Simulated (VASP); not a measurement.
# C (Fd-3m) in VASP: single point with LDA

Aim: the single point of C with LDA.

Everything below comes from runs of VASP 6.6.1. Logs are shortened: lines on timing, memory, paths and dates and some standing lists are left out, and cuts for length are marked.

## (1) The cell of the first run

It takes space group Fd-3m (No. 227, cubic). The conventional cell has a = 3.560 Å, b = 3.560 Å, c = 3.560 Å, α = 90.00°, β = 90.00°, γ = 90.00°. C (site symmetry -43m) has 4 C at 1.54 Å within 2.1 Å.

## (2) Single point, LDA

File INCAR:

```
  PREC = Accurate
  ENCUT = 600
  EDIFF = 1E-6
  ISMEAR = 0
  SIGMA = 0.01
  LREAL = F
  LASPH = T
  NELM = 120
  ALGO = Normal
  ISIF = 2
  LWAVE = F
  LCHARG = F
  GGA = CA
  NBANDS = 11
  GGA_COMPAT = F
```

File KPOINTS:

```
Automatic mesh
0
Gamma
  8 8 8
```

File POSCAR:

```
C
1.0
    0.0000000000      1.7801241426      1.7801241426
    1.7801241426      0.0000000000      1.7801241426
    1.7801241426      1.7801241426      0.0000000000
C
2
Direct
    0.0000000000      0.0000000000      0.0000000000
    0.2500000000      0.2500000000      0.2500000000
```

Potentials or basis: VASP PAW LDA potentials, release 64 (C).

Started as:

```
cat potpaw_LDA.64/C/POTCAR > POTCAR
mpirun -np 1 vasp_std > vasp.out
```

OUTCAR:

```text
PREC = Accurate
   ENCUT = 600
   EDIFF = 1E-6
   ISMEAR = 0
   LREAL = F
   LASPH = T
   NELM = 120
   ISIF = 2
   GGA = CA

 ion  position               nearest neighbor table
   1  0.000  0.000  0.000-   2 1.54   2 1.54   2 1.54   2 1.54
   2  0.250  0.250  0.250-   1 1.54   1 1.54   1 1.54   1 1.54

  LATTYP: Found a face centered cubic cell.
 ALAT       =     3.5602482852

  Lattice vectors:

 A1 = (   0.0000000000,   1.7801241426,   1.7801241426)
 A2 = (   1.7801241426,   0.0000000000,   1.7801241426)
 A3 = (   1.7801241426,   1.7801241426,   0.0000000000)

Analysis of symmetry for initial positions (statically):
=====================================================================
 Subroutine PRICEL returns:
 Original cell was already a primitive cell.

 Routine SETGRP: Setting up the symmetry group for a
 face centered cubic supercell.

 Subroutine GETGRP returns: Found 48 space group operations
 (whereof 24 operations were pure point group operations)
 out of a pool of 48 trial point group operations.

The static configuration has the point symmetry T_d .
 The point group associated with its full space group is O_h .

Analysis of symmetry for dynamics (positions and initial velocities):
=====================================================================
 Subroutine PRICEL returns:
 Original cell was already a primitive cell.

 Routine SETGRP: Setting up the symmetry group for a
 face centered cubic supercell.

 Subroutine GETGRP returns: Found 48 space group operations
 (whereof 24 operations were pure point group operations)
 out of a pool of 48 trial point group operations.

The dynamic configuration has the point symmetry T_d .
 The point group associated with its full space group is O_h .

 Subroutine INISYM returns: Found 48 space group operations
 (whereof 24 operations are pure point group operations),
 and found     1 'primitive' translations

----------------------------------------------------------------------------------------

                                     Primitive cell

  volume of cell :      11.2819

  direct lattice vectors                    reciprocal lattice vectors
     0.000000000  1.780124143  1.780124143    -0.280879287  0.280879287  0.280879287
     1.780124143  0.000000000  1.780124143     0.280879287 -0.280879287  0.280879287
     1.780124143  1.780124143  0.000000000     0.280879287  0.280879287 -0.280879287

  length of vectors
     2.517475705  2.517475705  2.517475705     0.486497196  0.486497196  0.486497196

  position of ions in fractional coordinates (direct lattice)
     0.000000000  0.000000000  0.000000000
     0.250000000  0.250000000  0.250000000
[... 82 lines left out ...]
   NFREE  =      0    steps in history (QN), initial steepest desc. (CG)
   ISIF   =      2    stress and relaxation
   ISYM   =      2    0-nonsym 1-usesym 2-fastsym
   POTIM  = 0.5000    time-step for ionic-motion
   TEBEG  =    0.0;   TEEND  =   0.0 temperature during run
   PSTRESS=    0.0 pullay stress
   NELECT =       8.0000    total number of electrons
   NUPDOWN=      -1.0000    fix difference up-down
   EMIN   =  10.00;   EMAX   =-10.00  energy-range for DOS
   EFERMI =   0.00;   METHOD = LEGACY
   ISMEAR =     0;   SIGMA  =   0.01  broadening in eV -4-tet -1-fermi 0-gaus
   EFERMI_NEDOS =   21; number of points for ismear=-14 and -15
   IALGO  =     38    algorithm
   IMIX   =      4    mixing-type and parameters
     AMIX     =   0.40;   BMIX     =  1.00
     AMIX_MAG =   1.60;   BMIX_MAG =  1.00
  volume/ion in A,a.u.               =       5.64        38.07
  Fermi-wavevector in a.u.,A,eV,Ry     =   1.459860  2.758735 28.996616  2.131191
  Thomas-Fermi vector in A             =   2.576377
   LORBIT       =      0    0 simple, 1 ext, 2 COOP (PROOUT), +10 PAW based schemes
   GGA     = CA    functional components
   LHFCALC =     F    Hartree Fock is set to
   AEXX    =    0.0000 exact exchange contribution
   IVDW    =     0    specifies the selected vdW correction
   LEPSILON=     F    determine dielectric tensor
   LRPA    =     F    only Hartree local field effects (RPA)
 non-spin polarized calculation
 Gauss-broadening in eV      SIGMA  =   0.01
  energy-cutoff  :      600.00
  volume of cell :       11.28
 maximum number of plane-waves:       388
   NGX =  9   NGY =  9   NGZ =  9

 number of electron       7.9999999 magnetization

 Free energy of the ion-electron system (eV)
  ---------------------------------------------------
  ext. energy  EPLUGINS =         0.00000000
  ---------------------------------------------------
  free energy    TOTEN  =       -20.24470266 eV

  energy without entropy =      -20.24470266  energy(sigma->0) =      -20.24470266

 E-fermi :   9.9903     XC(G=0): -13.5260

 val. band max:        9.8024961223   @ k =   0.0000   0.0000   0.0000
 cond. band min:      13.9152517257   @ k =   0.3750   0.3750   0.0000
 fundamental gap:      4.1127556035
 Fermi energy:         9.9903379691

 k-point     1 :       0.0000    0.0000    0.0000
  band No.  band energies     occupation
      1     -11.5884      2.00000
      2       9.8025      2.00000
      3       9.8025      2.00000
      4       9.8025      2.00000
      5      15.3606      0.00000
      6      15.3606      0.00000
      7      15.3606      0.00000
      8      23.4833      0.00000
      9      28.8785      0.00000
     10      36.4950      0.00000
     11      36.4950      0.00000
[... 309 lines left out ...]
 k-point    24 :      -0.3750    0.2500    0.1250
  band No.  band energies     occupation
      1      -4.7110      2.00000
      2      -2.5802      2.00000
      3       3.5205      2.00000
      4       5.0894      2.00000
      5      17.9934      0.00000
      6      19.3009      0.00000
      7      22.9105      0.00000
      8      24.5823      0.00000
      9      27.9045      0.00000
     10      33.5174      0.00000
     11      36.0174      0.00000

 [... further k-points ...]
[... 5 lines left out ...]
  --------------------------------------------------------------------------------------
  -------------------------------------------------------------------------------------
  Total       -0.7063793     -0.7063793     -0.7063793     -0.0000000      0.0000000      0.0000000
  in kB     -100.3154124   -100.3154124   -100.3154124     -0.0000000      0.0000000      0.0000000
  external PRESSURE =    -100.3154124 kB  Pullay stress =       0.0000000 kB

 VOLUME and BASIS-vectors are now :
 -----------------------------------------------------------------------------
  energy-cutoff  :      600.00
  volume of cell :       11.28
      direct lattice vectors                 reciprocal lattice vectors
     0.000000000  1.780124143  1.780124143    -0.280879287  0.280879287  0.280879287
     1.780124143  0.000000000  1.780124143     0.280879287 -0.280879287  0.280879287
     1.780124143  1.780124143  0.000000000     0.280879287  0.280879287 -0.280879287

 POSITION                                       TOTAL-FORCE (eV/Angst)
 -----------------------------------------------------------------------------------
      0.00000      0.00000      0.00000         0.000000      0.000000      0.000000
      0.89006      0.89006      0.89006        -0.000000     -0.000000     -0.000000
 -----------------------------------------------------------------------------------
    total drift:                                0.000000      0.000000      0.000000

  FREE ENERGIE OF THE ION-ELECTRON SYSTEM (eV)
  ---------------------------------------------------
  free  energy   TOTEN  =       -20.2447026577 eV

  energy  without entropy=      -20.2447026577  energy(sigma->0) =      -20.24470266
```

OSZICAR:

```text
N       E                     dE             d eps       ncg     rms          rms(c)
DAV:   1     0.445719085275E+00    0.44572E+00   -0.53004E+03   638   0.805E+02
DAV:   2    -0.205606090487E+02   -0.21006E+02   -0.20234E+02   875   0.132E+02
DAV:   3    -0.210561429437E+02   -0.49553E+00   -0.49394E+00   761   0.157E+01
DAV:   4    -0.210574931108E+02   -0.13502E-02   -0.13501E-02   680   0.920E-01
DAV:   5    -0.210574947878E+02   -0.16770E-05   -0.16770E-05   725   0.345E-02    0.570E+00
DAV:   6    -0.204552103547E+02    0.60228E+00   -0.32128E-01   656   0.393E+00    0.330E+00
DAV:   7    -0.202448778626E+02    0.21033E+00   -0.38250E-01   686   0.430E+00    0.711E-01
DAV:   8    -0.202447160232E+02    0.16184E-03   -0.94407E-03   668   0.803E-01    0.285E-02
DAV:   9    -0.202447011176E+02    0.14906E-04   -0.36339E-05   719   0.476E-02    0.204E-02
DAV:  10    -0.202447027400E+02   -0.16224E-05   -0.21993E-06   693   0.123E-02    0.485E-03
DAV:  11    -0.202447026577E+02    0.82205E-07   -0.92484E-08   342   0.232E-03
   1 F= -.20244703E+02 E0= -.20244703E+02  d E =-.190332-157
```

stdout:

```text
POSCAR found type information on POSCAR C
 POSCAR found :  1 types and       2 ions
 scaLAPACK will be used
 LDA part: xc-table for (Slater(with rela. corr.)+CA(PZ))
 , standard interpolation
 POSCAR, INCAR and KPOINTS ok, starting setup
 FFT: planning ... GRIDC
 FFT: planning ... GRID_SOFT
 FFT: planning ... GRID
 WAVECAR not read
 entering main loop
```

Wall time 3.2 s (1 thread of Intel Xeon Platinum 8375C at 2.90GHz (Ice Lake), shared host); peak memory 0.11 GiB.

Results:

| Item | Value |
| --- | --- |
| Free energy | -20.2447 eV |
| Pressure | -10.0 GPa |
| Band gap on the k mesh | 4.11 eV, indirect (least direct gap 5.56 eV) |

Levels at points of the mesh, in eV from the valence-band top:
```tsv
k point	band 2	band 3	band 4	band 5	band 6	band 7
(0.00, 0.00, 0.00)	0.00	0.00	0.00	5.56	5.56	5.56
(0.50, 0.00, 0.00)	-13.42	-2.80	-2.80	8.41	8.41	9.09
(0.50, 0.50, 0.00)	-12.65	-6.32	-6.32	4.72	4.72	16.70
```

A k mesh can miss the band edges. As with any semilocal functional, this LDA gap is likely too small.
